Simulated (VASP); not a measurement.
Write the native input for VASP 6.6.1 that does the following.

| Item | Value |
| --- | --- |
| Task | single point |
| Functional | PBE |
| Potentials or basis | VASP PAW PBE potentials, release 64 (Rb_sv, Cl) |
| Cutoff | 500 eV |
| k mesh | 6 × 6 × 6 |
| Occupations | gaussian, width 0.02 eV |
| Spin | no spin polarisation |
| Dipole correction | no |
| Further INCAR settings | ALGO = Normal; EDIFF = 1e-06; NBANDS = 15 |

The structure of RbCl lies in POSCAR:

```
RbCl
1.0
    0.0000000000      3.3749046800      3.3749046800
    3.3749046800      0.0000000000      3.3749046800
    3.3749046800      3.3749046800      0.0000000000
Rb Cl
1 1
Direct
    0.0000000000      0.0000000000      0.0000000000
    0.5000000000      0.5000000000      0.5000000000
```

This cell differs from its parent crystal: strained.

The input as run:

INCAR

```
SYSTEM = RbCl
ALGO = Normal
EDIFF = 1E-6
ENCUT = 500
GGA = PE
GGA_COMPAT = .False.
ISIF = 2
ISMEAR = 0
LASPH = .True.
LCHARG = .False.
LREAL = .False.
LWAVE = .False.
NBANDS = 15
NELM = 120
PREC = Accurate
SIGMA = 0.02
```

KPOINTS

```
k-points
0
Gamma
  6 6 6
  0 0 0
```

Potentials or basis: VASP PAW PBE potentials, release 64 (Rb_sv, Cl).

Command:

```sh
$ cat potpaw_PBE.64/Rb_sv/POTCAR potpaw_PBE.64/Cl/POTCAR > POTCAR
$ mpirun -np 1 vasp_std > vasp.out
```

Results of the run:

```yaml
Pressure: -0.3 GPa
Band_gap_on_the_k_mesh: 4.76 eV, direct
```

Caveat: the cell differs from its parent crystal (strained).

Wall time 12 s on 1 thread of Intel(R) Xeon(R) Platinum 8559C (Emerald Rapids), on a shared host, peak memory 0.2 GiB.
